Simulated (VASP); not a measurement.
# AlN (P6_3mc) in VASP: a series of runs

The runs below take AlN through single point, relaxation of cell and atoms, with PBE+D3(BJ).

All numbers are computed with VASP 6.6.1; they aren't measurements. Logs are shortened: lines on timing, memory, paths and dates and some standing lists are left out, and cuts for length are marked.

**Measured values to compare with.**

From “Structural and optical properties of self-assembled AlN nanowires grown on SiO2/Si substrates by molecular beam epitaxy”, 2024, arxiv:2402.00216, for a bulk crystal of AlN at 0 K: band gap 6.0343 eV (an exciton energy, a little under the gap).

How close the calculation comes is told below.

## 1. The cell of the first run

It takes space group P6_3mc (No. 186, hexagonal). The conventional cell has a = 3.109 Å, b = 3.109 Å, c = 4.978 Å, α = 90.00°, β = 90.00°, γ = 120.00°. Within 2.5 Å of Al (site symmetry 3m) lie 4 N at 1.89 to 1.90 Å. N (site symmetry 3m) has 4 Al at 1.89 to 1.90 Å within 2.5 Å.

## 2. Single point, PBE+D3(BJ)

Contents of INCAR:

```
SYSTEM = AlN
PREC = Accurate
ENCUT = 520
EDIFF = 1E-6
ISMEAR = 0
SIGMA = 0.02
LREAL = .FALSE.
LASPH = .TRUE.
NELM = 60
ALGO = Normal
ISIF = 2
LWAVE = .FALSE.
LCHARG = .FALSE.
GGA = PE
IVDW = 12
NBANDS = 16
```

Contents of KPOINTS:

```
regular mesh
0
G
  9 9 6
  0 0 0
```

Contents of POSCAR:

```
AlN
1.0
    3.1089389014      0.0000000000      0.0000000000
   -1.5544694507      2.6924200674      0.0000000000
    0.0000000000      0.0000000000      4.9778062003
Al N
2 2
Direct
    0.3333333333      0.6666666667      0.0015555309
    0.6666666667      0.3333333333      0.5015555309
    0.3333333333      0.6666666667      0.3834444691
    0.6666666667      0.3333333333      0.8834444691
```

Potentials or basis: VASP PAW PBE potentials, release 64 (Al, N).

Command:

```
$ cat potpaw_PBE.64/Al/POTCAR potpaw_PBE.64/N/POTCAR > POTCAR
$ mpirun -np 1 vasp_std > vasp.out
```

OUTCAR:

```text
SYSTEM = AlN
   PREC = Accurate
   ENCUT = 520
   EDIFF = 1E-6
   ISMEAR = 0
   LREAL = .FALSE.
   LASPH = .TRUE.
   NELM = 60
   ISIF = 2
   GGA = PE
   IVDW = 12
 IVDW          = 12

 ion  position               nearest neighbor table
   1  0.333  0.667  0.002-   4 1.89   4 1.89   4 1.89   3 1.90   2 3.07   2 3.07   2 3.07   2 3.07
                             2 3.07   2 3.07
   2  0.667  0.333  0.502-   3 1.89   3 1.89   3 1.89   4 1.90   1 3.07   1 3.07   1 3.07   1 3.07
                             1 3.07   1 3.07
   3  0.333  0.667  0.383-   2 1.89   2 1.89   2 1.89   1 1.90
   4  0.667  0.333  0.883-   1 1.89   1 1.89   1 1.89   2 1.90

  LATTYP: Found a hexagonal cell.
 ALAT       =     3.1089389014
 C/A-ratio  =     1.6011270592

  Lattice vectors:

 A1 = (   3.1089389014,   0.0000000000,   0.0000000000)
 A2 = (  -1.5544694507,   2.6924200674,   0.0000000000)
 A3 = (   0.0000000000,   0.0000000000,   4.9778062003)

Analysis of symmetry for initial positions (statically):
=====================================================================
 Subroutine PRICEL returns:
 Original cell was already a primitive cell.

 Routine SETGRP: Setting up the symmetry group for a
 hexagonal supercell.

 Subroutine GETGRP returns: Found 12 space group operations
 (whereof  6 operations were pure point group operations)
 out of a pool of 24 trial point group operations.

The static configuration has the point symmetry C_3v.
 The point group associated with its full space group is C_6v.

Analysis of symmetry for dynamics (positions and initial velocities):
=====================================================================
 Subroutine PRICEL returns:
 Original cell was already a primitive cell.

 Routine SETGRP: Setting up the symmetry group for a
 hexagonal supercell.

 Subroutine GETGRP returns: Found 12 space group operations
 (whereof  6 operations were pure point group operations)
 out of a pool of 24 trial point group operations.

The dynamic configuration has the point symmetry C_3v.
 The point group associated with its full space group is C_6v.

 Subroutine INISYM returns: Found 12 space group operations
 (whereof  6 operations are pure point group operations),
 and found     1 'primitive' translations

----------------------------------------------------------------------------------------

                                     Primitive cell

  volume of cell :      41.6671

  direct lattice vectors                    reciprocal lattice vectors
     3.108938901  0.000000000  0.000000000     0.321653153  0.185706534  0.000000000
    -1.554469451  2.692420067  0.000000000     0.000000000  0.371413069  0.000000000
     0.000000000  0.000000000  4.977806200     0.000000000  0.000000000  0.200891710

  length of vectors
     3.108938901  3.108938901  4.977806200     0.371413069  0.371413069  0.200891710

  position of ions in fractional coordinates (direct lattice)
     0.333333333  0.666666667  0.001555531
     0.666666667  0.333333333  0.501555531
     0.333333333  0.666666667  0.383444469
     0.666666667  0.333333333  0.883444469

  ion indices of the primitive-cell ions
   primitive index   ion index
                 1           1
                 2           2
                 3           3
                 4           4

----------------------------------------------------------------------------------------

 KPOINTS: regular mesh

Automatic generation of k-mesh.
 Grid dimensions read from file:
 generate k-points for:    9    9    6

 Generating k-lattice:

  Cartesian coordinates                     Fractional coordinates (reciprocal lattice)
     0.035739239  0.020634059  0.000000000     0.111111111  0.000000000  0.000000000
     0.000000000  0.041268119  0.000000000     0.000000000  0.111111111  0.000000000
     0.000000000  0.000000000  0.033481952     0.000000000  0.000000000  0.166666667

  Length of vectors
     0.041268119  0.041268119  0.033481952

  Shift w.r.t. Gamma in fractional coordinates (k-lattice)
     0.000000000  0.000000000  0.000000000

 Subroutine IBZKPT returns following result:
 ===========================================

 Found     48 irreducible k-points:

 Following reciprocal coordinates:
            Coordinates               Weight
  0.000000  0.000000  0.000000      1.000000
  0.111111  0.000000  0.000000      6.000000
  0.222222  0.000000  0.000000      6.000000
  0.333333  0.000000  0.000000      6.000000
  0.444444  0.000000  0.000000      6.000000
  0.111111  0.111111  0.000000      6.000000
[... 16 lines left out ...]
  0.333333  0.222222  0.166667     24.000000
  0.333333  0.333333  0.166667      4.000000
 [... further k-points ...]
   k-points           NKPTS =     48   k-points in BZ     NKDIM =     48   number of bands    NBANDS=     16
   number of dos      NEDOS =    301   number of ions     NIONS =      4
   total plane-waves  NPLWV =  23040
   dimension x,y,z NGX =    24 NGY =   24 NGZ =   40
   dimension x,y,z NGXF=    48 NGYF=   48 NGZF=   80
   ions per type =               2   2
   NGX,Y,Z   is equivalent  to a cutoff of  12.83, 12.83, 13.36 a.u.
   NGXF,Y,Z  is equivalent  to a cutoff of  25.67, 25.67, 26.72 a.u.
 SYSTEM =  AlN
   PREC   = accura    normal or accurate (medium, high low for compatibility)
   ISTART =      0    job   : 0-new  1-cont  2-samecut
   ICHARG =      2    charge: 1-file 2-atom 10-const
   ISPIN  =      1    spin polarized calculation?
   LNONCOLLINEAR =      F non collinear calculations
   LSORBIT =      F    spin-orbit coupling
   LASPH  =      T    aspherical Exc in radial PAW
   ENCUT  =  520.0 eV  38.22 Ry    6.18 a.u.   5.78  5.78  9.26*2*pi/ulx,y,z
   NELM   =     60;   NELMIN=  2; NELMDL= -5     # of ELM steps
   EDIFF  = 0.1E-05   stopping-criterion for ELM
   LREAL  =      F    real-space projection
   EDIFFG = 0.1E-04   stopping-criterion for IOM
   NSW    =      0    number of steps for IOM
   IBRION =     -1    ionic relax: 0-MD 1-quasi-New 2-CG
   NFREE  =      0    steps in history (QN), initial steepest desc. (CG)
   ISIF   =      2    stress and relaxation
   ISYM   =      2    0-nonsym 1-usesym 2-fastsym
   POTIM  = 0.5000    time-step for ionic-motion
   TEBEG  =    0.0;   TEEND  =   0.0 temperature during run
   PSTRESS=    0.0 pullay stress
   NELECT =      16.0000    total number of electrons
   NUPDOWN=      -1.0000    fix difference up-down
   EMIN   =  10.00;   EMAX   =-10.00  energy-range for DOS
   EFERMI =   0.00;   METHOD = LEGACY
   ISMEAR =     0;   SIGMA  =   0.02  broadening in eV -4-tet -1-fermi 0-gaus
   EFERMI_NEDOS =   21; number of points for ismear=-14 and -15
   IALGO  =     38    algorithm
   IMIX   =      4    mixing-type and parameters
     AMIX     =   0.40;   BMIX     =  1.00
     AMIX_MAG =   1.60;   BMIX_MAG =  1.00
  volume/ion in A,a.u.               =      10.42        70.30
  Fermi-wavevector in a.u.,A,eV,Ry     =   1.189918  2.248620 19.264566  1.415906
  Thomas-Fermi vector in A             =   2.326015
   LORBIT       =      0    0 simple, 1 ext, 2 COOP (PROOUT), +10 PAW based schemes
   GGA     = PE    functional components
   LHFCALC =     F    Hartree Fock is set to
   AEXX    =    0.0000 exact exchange contribution
   IVDW    =    12    specifies the selected vdW correction
   LEPSILON=     F    determine dielectric tensor
   LRPA    =     F    only Hartree local field effects (RPA)
 non-spin polarized calculation
 Gauss-broadening in eV      SIGMA  =   0.02
  energy-cutoff  :      520.00
  volume of cell :       41.67
 maximum number of plane-waves:      1152
 NGX is ok and might be reduce to    24
   NGX = 11   NGY = 11   NGZ = 19

 number of electron      15.9999997 magnetization

 Free energy of the ion-electron system (eV)
  ---------------------------------------------------
  ext. energy  EPLUGINS =         0.00000000
  ---------------------------------------------------
  free energy    TOTEN  =       -29.76929139 eV

  energy without entropy =      -29.76929139  energy(sigma->0) =      -29.76929139

 E-fermi :   6.3544     XC(G=0): -10.9210

 val. band max:        6.1809109169   @ k =   0.0000   0.0000   0.0000
 cond. band min:      10.4065355110   @ k =   0.0000   0.0000   0.0000
 fundamental gap:      4.2256245941
 Fermi energy:         6.3543661835

 k-point     1 :       0.0000    0.0000    0.0000
  band No.  band energies     occupation
      1      -9.0257      2.00000
      2      -6.8716      2.00000
      3       0.1742      2.00000
      4       5.3091      2.00000
      5       5.3091      2.00000
      6       5.9602      2.00000
[... 8 lines left out ...]
     15      19.3368      0.00000
     16      19.3368      0.00000

 k-point     2 :       0.1111    0.0000    0.0000
  band No.  band energies     occupation
      1      -8.8688      2.00000
      2      -6.7835      2.00000
      3       0.3612      2.00000
      4       4.6055      2.00000
      5       5.1117      2.00000
      6       5.2835      2.00000
[... 8 lines left out ...]
     15      19.1911      0.00000
     16      19.3540      0.00000

 k-point     3 :       0.2222    0.0000    0.0000
  band No.  band energies     occupation
      1      -8.4229      2.00000
      2      -6.5628      2.00000
      3       0.9042      2.00000
      4       3.1048      2.00000
      5       4.0284      2.00000
      6       4.7056      2.00000
[... 8 lines left out ...]
     15      18.3666      0.00000
     16      19.1292      0.00000
[... 362 lines left out ...]
 k-point    23 :       0.3333    0.2222    0.1667
  band No.  band energies     occupation
      1      -6.8509      2.00000
      2      -6.3545      2.00000
      3       1.1698      2.00000
      4       1.8530      2.00000
      5       2.6679      2.00000
      6       3.6860      2.00000
[... 8 lines left out ...]
     15      18.9674      0.00000
     16      21.0191      0.00000

 k-point    24 :       0.3333    0.3333    0.1667
  band No.  band energies     occupation
      1      -6.5082      2.00000
      2      -6.5082      2.00000
      3       1.4630      2.00000
      4       1.9976      2.00000
      5       1.9976      2.00000
      6       3.4779      2.00000
[... 8 lines left out ...]
     15      19.2557      0.00000
     16      21.2940      0.00000

 [... further k-points ...]

------------------------ aborting loop because EDIFF is reached ----------------------------------------

 Edisp (eV)   -1.07691

 E8    (eV) :    -0.4206

  FORCE on cell =-STRESS in cart. coord.  units (eV):
  Direction    XX          YY          ZZ          XY          YZ          ZX
  --------------------------------------------------------------------------------------
  -------------------------------------------------------------------------------------
  Total      -0.04819    -0.04819    -0.03116     0.00000     0.00000     0.00000
  in kB      -1.85299    -1.85299    -1.19805     0.00000     0.00000     0.00000
  external pressure =       -1.63 kB  Pullay stress =        0.00 kB

 VOLUME and BASIS-vectors are now :
 -----------------------------------------------------------------------------
  energy-cutoff  :      520.00
  volume of cell :       41.67
      direct lattice vectors                 reciprocal lattice vectors
     3.108938901  0.000000000  0.000000000     0.321653153  0.185706534  0.000000000
    -1.554469451  2.692420067  0.000000000     0.000000000  0.371413069  0.000000000
     0.000000000  0.000000000  4.977806200     0.000000000  0.000000000  0.200891710

 POSITION                                       TOTAL-FORCE (eV/Angst)
 -----------------------------------------------------------------------------------
     -0.00000      1.79495      0.00774         0.000000      0.000000      0.000633
      1.55447      0.89747      2.49665         0.000000     -0.000000      0.000633
     -0.00000      1.79495      1.90871        -0.000000      0.000000     -0.000633
      1.55447      0.89747      4.39762         0.000000      0.000000     -0.000633
 -----------------------------------------------------------------------------------
    total drift:                               -0.000000      0.000000      0.000618

  FREE ENERGIE OF THE ION-ELECTRON SYSTEM (eV)
  ---------------------------------------------------
  free  energy   TOTEN  =       -30.8461999891 eV

  energy  without entropy=      -30.8461999891  energy(sigma->0) =      -30.84619999
```

It took 9.8 s on 1 thread of Intel Xeon 6975P-C (Granite Rapids), shared host; peak memory 0.17 GiB.

What came out:

```
Free energy                : -30.8462 eV
Pressure                   : -0.2 GPa
Band gap on the k mesh     : 4.23 eV, direct
Dispersion energy per atom : -0.269 eV
```

## 3. Relaxation of cell and atoms, PBE+D3(BJ)

Contents of INCAR:

```
SYSTEM = AlN
PREC = Accurate ; ENCUT = 600
EDIFF = 1E-7 ; ISMEAR = 0
SIGMA = 0.02 ; LREAL = .False.
LASPH = .True. ; NELM = 80
ALGO = Normal ; ISIF = 3
LWAVE = .False. ; LCHARG = .False.
GGA = PE ; IVDW = 12
IBRION = 2 ; NSW = 100
EDIFFG = -0.005
```

Contents of KPOINTS:

```
Automatic mesh
0
Gamma
  9 9 6
  0 0 0
```

Contents of POSCAR:

```
AlN
1.0
    3.1110021516      0.0000000000      0.0000000000
   -1.5555010758      2.6942068945      0.0000000000
    0.0000000000      0.0000000000      4.9780000000
Al N
2 2
Direct
    0.3333333333      0.6666666667      0.0000000000
    0.6666666667      0.3333333333      0.5000000000
    0.3333333333      0.6666666667      0.3850000000
    0.6666666667      0.3333333333      0.8850000000
```

Potentials or basis: VASP PAW PBE potentials, release 64 (Al, N).

Command:

```
$ cat potpaw_PBE.64/Al/POTCAR potpaw_PBE.64/N/POTCAR > POTCAR
$ mpirun -np 1 vasp_std > vasp.out
```

Wall time 60 s (1 thread of Intel Xeon 6975P-C (Granite Rapids), shared host); peak memory 0.2 GiB.

Results (log left out):

| Quantity | Value |
| --- | --- |
| Free energy | -30.8494 eV |
| Relaxed volume | 10.40 Å³/atom |
| Relaxed cell | a = 3.107 Å, b = 3.107 Å, c = 4.976 Å, α = 90.00°, β = 90.00°, γ = 120.00° |
| Space group after relaxing (to 0.05 Å) | P6_3mc (No. 186) |
| Energy gained by relaxing | 0.8 meV/atom |
| Ionic steps | 8 |
| Pressure after relaxing | 0.0 GPa |
| Band gap on the k mesh | 4.24 eV, direct |
| Dispersion energy per atom | -0.270 eV |

Step by step:
```tsv
step	energy change (eV)	largest force (eV/Å)	pressure (GPa)	volume (Å³)
1	0.0000	0.1821	-0.60	41.72
2	-0.0010	0.1077	0.54	41.49
3	-0.0026	0.0229	0.02	41.59
4	-0.0029	0.0127	0.07	41.58
5	-0.0030	0.0009	0.13	41.58
6	-0.0030	0.0028	0.11	41.58
7	-0.0030	0.0032	-0.12	41.63
8	-0.0030	0.0001	0.00	41.60
```

Final structure:
```
CELL_PARAMETERS angstrom
3.10720 0.00000 0.00000
-1.55360 2.69092 0.00000
0.00000 0.00000 4.97576
ATOMIC_POSITIONS crystal
Al 0.33333 0.66667 0.00157
Al 0.66667 0.33333 0.50157
N 0.33333 0.66667 0.38343
N 0.66667 0.33333 0.88343
```

Levels at points of the mesh, in eV from the valence-band top:
```tsv
k point	band 5	band 6	band 7	band 8	band 9	band 10	band 11	band 12
(0.00, 0.00, 0.00)	-0.87	-0.22	-0.22	0.00	4.24	6.69	10.64	11.18
(0.00, 0.00, 0.50)	-0.56	-0.56	-0.56	-0.56	6.50	6.50	10.35	10.35
```

## 4. Comparison with measurements

Step 2. A measured gap of AlN is 6.0343 eV (an exciton energy, a little under the gap; 0 K; quoted in “Structural and optical properties of self-assembled AlN nanowires grown on SiO2/Si substrates by molecular beam epitaxy”, 2024, arxiv:2402.00216); the calculated 4.23 eV misses it by -1.81 eV. 2 values of this kind are on record (6.034 to 6.0343 eV); this one was drawn at random. The value is that of PBE+D3(BJ) on a finite k mesh, which can miss the band edges, without temperature or zero-point motion. Semilocal functionals fall short of measured gaps as a rule.
